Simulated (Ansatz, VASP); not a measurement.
**Al2O3 in VASP and in Ansatz**

The input INCAR:

```
ALGO     = Normal         # electronic algorithm
EDIFF    = 1E-6           # SCF threshold, eV
ENCUT    = 520            # plane-wave cutoff, eV
GGA      = PE             # functional
ISIF     = 2              # what is computed and relaxed
ISMEAR   = 0              # smearing method
LASPH    = T              # aspherical terms in the spheres
LCHARG   = F              # write CHGCAR
LREAL    = F              # projectors in reciprocal space
LWAVE    = F              # write WAVECAR
NBANDS   = 35             # bands
NELM     = 60             # most SCF steps
PREC     = Accurate       # precision mode
SIGMA    = 0.05           # smearing width, eV
```

The input KPOINTS:

```
k-points
0
Gamma
  6 6 6
```

POSCAR

```
Al2O3
1.0
    2.5897113169      1.4951705259      3.7692384980
   -2.5897113169      1.4951705259      3.7692384980
    0.0000000000     -2.9903410518      3.7692384980
Al O
4 6
Direct
    0.8597505612      0.8597505612      0.8597505612
    0.6402494388      0.6402494388      0.6402494388
    0.1402494388      0.1402494388      0.1402494388
    0.3597505612      0.3597505612      0.3597505612
    0.0561574040      0.4438425960      0.7500000000
    0.7500000000      0.0561574040      0.4438425960
    0.4438425960      0.7500000000      0.0561574040
    0.9438425960      0.5561574040      0.2500000000
    0.2500000000      0.9438425960      0.5561574040
    0.5561574040      0.2500000000      0.9438425960
```

Input for Ansatz:

```yaml
crystal:
  lattice:
    - [2.5897113169, 1.4951705259, 3.769238498]
    - [-2.5897113169, 1.4951705259, 3.769238498]
    - [0.0, -2.9903410518, 3.769238498]
  atoms:
    - { symbol: Al, position: [0.8597505612, 0.8597505612, 0.8597505612] }
    - { symbol: Al, position: [0.6402494388, 0.6402494388, 0.6402494388] }
    - { symbol: Al, position: [0.1402494388, 0.1402494388, 0.1402494388] }
    - { symbol: Al, position: [0.3597505612, 0.3597505612, 0.3597505612] }
    - { symbol: O, position: [0.056157404, 0.443842596, 0.75] }
    - { symbol: O, position: [0.75, 0.056157404, 0.443842596] }
    - { symbol: O, position: [0.443842596, 0.75, 0.056157404] }
    - { symbol: O, position: [0.943842596, 0.556157404, 0.25] }
    - { symbol: O, position: [0.25, 0.943842596, 0.556157404] }
    - { symbol: O, position: [0.556157404, 0.25, 0.943842596] }
basis:
  ecutwfc: 520.0
kpoints:
  mp_grid: { grid: [6, 6, 6] }
hamiltonian:
  xc: pbe
  pseudopotentials: { kind: paw, azcp: { folder: soft_1 } }
scf:
  occupations: { method: gaussian, width: 0.05 }
output:
  forces: true
  stress: true
  eigenvalues: true
```

Alike in both runs: task single point; functional PBE; k mesh 6 × 6 × 6; occupations gaussian, width 0.05 eV; no spin polarisation.

```csv
,VASP,Ansatz
version,VASP 6.6.1,Ansatz 0.2.0
potentials or method,"VASP PAW PBE potentials, release 64 (Al, O), cutoff 520 eV","scalar-relativistic, plane waves, PAW"
valence electrons in the cell,48,48
```

```tsv
	VASP	Ansatz	Ansatz less VASP
gap on the k mesh at the Fermi level (eV)	3.28	3.29	+0.013
least direct gap on the mesh (eV)	3.28	3.29	+0.013
pressure (GPa)	-1.8	-1.7	+0.04
traceless stress, the component that is largest in VASP (GPa)	44.81	44.83	+0.016
rms of the force components (eV/Å)	0.166	0.168	+0.0017
```

Atom by atom the forces differ by 0.005 eV/Å (rms over components).
